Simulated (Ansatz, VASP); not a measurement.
**One calculation of CuO, two programs**

```xyz
4
Lattice="1.9910 -2.1536 0.0000 1.9910 2.1536 0.0000 0.0000 0.0000 5.1559" Properties=species:S:1:pos:R:3 pbc="T T T"
Cu    0.9955   -1.0768    0.0000
Cu    0.9955    1.0768    2.5780
O     1.9910    0.0000    1.2890
O     1.9910    0.0000    3.8669
```

Alike in both runs: task single point; functional PBEsol; k mesh 9 × 9 × 5; occupations fermi-dirac, width 0.05 eV; no spin polarisation.

```csv
,VASP,Ansatz
version,VASP 6.6.1,Ansatz 0.2.0
potentials or method,"VASP PAW PBE potentials, release 64 (Cu, O)",Ansatz PAW
plane-wave cutoff (eV),520,420
valence electrons in the cell,34,50
```

```tsv
	VASP	Ansatz	Ansatz less VASP
gap on the k mesh at the Fermi level (eV)	none	none	-
pressure (GPa)	-5.4	-6.0	-0.66
traceless stress, the component that is largest in VASP (GPa)	1.40	1.61	+0.216
```

VASP's potentials were made for PBE, not for PBEsol. A gap of «none» marks a metal or a gap that the smearing closes. With one functional, cell and mesh, what is left measures potentials, basis and numerics. VASP's potentials hold 34 valence electrons a cell and Ansatz's 50, so a difference there can come from the potentials and not from the codes.
